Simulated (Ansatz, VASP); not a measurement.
**Two plane-wave programs on SiC3**

File POSCAR:

```
SiC3
1.0
    2.6867817805      0.0000000000      0.0000000000
    0.0000000000      2.7964006874      0.0000000000
    0.0000000000      0.0000000000      4.0900436006
C Si
3 1
Direct
    0.5000000000      0.0000000000      0.7890873321
    0.5000000000      0.5000000000      0.0004461992
    0.0000000000      0.5000000000      0.2125516882
    0.0000000000      0.0000000000      0.4979147806
```

INCAR.step1

```
SYSTEM = SiC3
ALGO     = Normal         ! electronic algorithm
EDIFF    = 1E-5           ! SCF threshold, eV
ENCUT    = 520            ! plane-wave cutoff, eV
GGA      = PE             ! functional
ISIF     = 2              ! what is computed and relaxed
ISMEAR   = 0              ! smearing method
LASPH    = .True.         ! aspherical terms in the spheres
LREAL    = .False.        ! projectors in reciprocal space
LWAVE    = .True.         ! write WAVECAR
NBANDS   = 16             ! bands
NELM     = 100            ! most SCF steps
PREC     = Accurate       ! precision mode
SIGMA    = 0.01           ! smearing width, eV
```

The input INCAR.step2:

```
SYSTEM = SiC3
ALGO     = Normal         ! electronic algorithm
EDIFF    = 1E-6           ! SCF threshold, eV
ENCUT    = 520            ! plane-wave cutoff, eV
GGA      = PE             ! functional
HFSCREEN = 0.2079         ! screening, 1/A
ISIF     = 2              ! what is computed and relaxed
ISMEAR   = 0              ! smearing method
ISTART   = 1            
LASPH    = .True.         ! aspherical terms in the spheres
LCHARG   = .True.         ! write CHGCAR
LELF     = .True.         ! ELF
LHFCALC  = .True.         ! exact exchange
LREAL    = .False.        ! projectors in reciprocal space
LVHAR    = .True.       
LWAVE    = .False.        ! write WAVECAR
NBANDS   = 16             ! bands
NELM     = 100            ! most SCF steps
PREC     = Accurate       ! precision mode
PRECFOCK = Normal       
SIGMA    = 0.01           ! smearing width, eV
```

The input KPOINTS:

```
k-points
0
Gamma
  6 6 4
  0 0 0
```

Input for Ansatz:

```yaml
crystal:
  lattice:
    - [2.6867817805, 0.0, 0.0]
    - [0.0, 2.7964006874, 0.0]
    - [0.0, 0.0, 4.0900436006]
  atoms:
    - { symbol: C, position: [0.5, 0.0, 0.7890873321] }
    - { symbol: C, position: [0.5, 0.5, 0.0004461992] }
    - { symbol: C, position: [0.0, 0.5, 0.2125516882] }
    - { symbol: Si, position: [0.0, 0.0, 0.4979147806] }
kpoints:
  mp_grid: { grid: [6, 6, 4] }
  band_path:
    path:
      - [0.0, 0.0, 0.0]
      - [0.0, 0.5, 0.0]
      - [0.5, 0.5, 0.0]
      - [0.0, 0.0, 0.5]
      - [0.0, 0.5, 0.5]
      - [0.5, 0.5, 0.5]
      - [0.4, 0.4, 0.0]
    npoints: 1
hamiltonian:
  xc: hse06
scf:
  occupations: { method: fixed }
  n_extra_bands: 5
output:
  forces: true
  stress: true
  eigenvalues: true
```

Change from the starting cell: uniaxial_x strain -3.9%.

Alike in both runs: task single point; functional HSE06; k mesh 6 × 6 × 4; no spin polarisation.

|  | VASP | Ansatz |
| --- | --- | --- |
| version | VASP 6.6.1 | Ansatz 0.2.0 |
| potentials or method | VASP PAW PBE potentials, release 64 (C, Si) | plane waves, PAW |
| plane-wave cutoff (eV) | 520 | 420 |
| occupations | gaussian, width 0.01 eV | fixed |
| valence electrons in the cell | 16 | 16 |

Ansatz gave:

```
gap on the k mesh at the Fermi level (eV)                     : 1.87
pressure (GPa)                                                : 8.9
traceless stress, the component that is largest in VASP (GPa) : 17.84
rms of the force components (eV/Å)                            : 0.119
```

Question: Which values does VASP return?

Answer: gap on the k mesh at the Fermi level (eV): 1.87; pressure (GPa): 8.7; traceless stress, the component that is largest in VASP (GPa): 17.99; rms of the force components (eV/Å): 0.098.

Atom by atom the forces differ by 0.022 eV/Å (rms over components). Ansatz's warnings: stress exchange threshold loose, stress scf threshold loose.
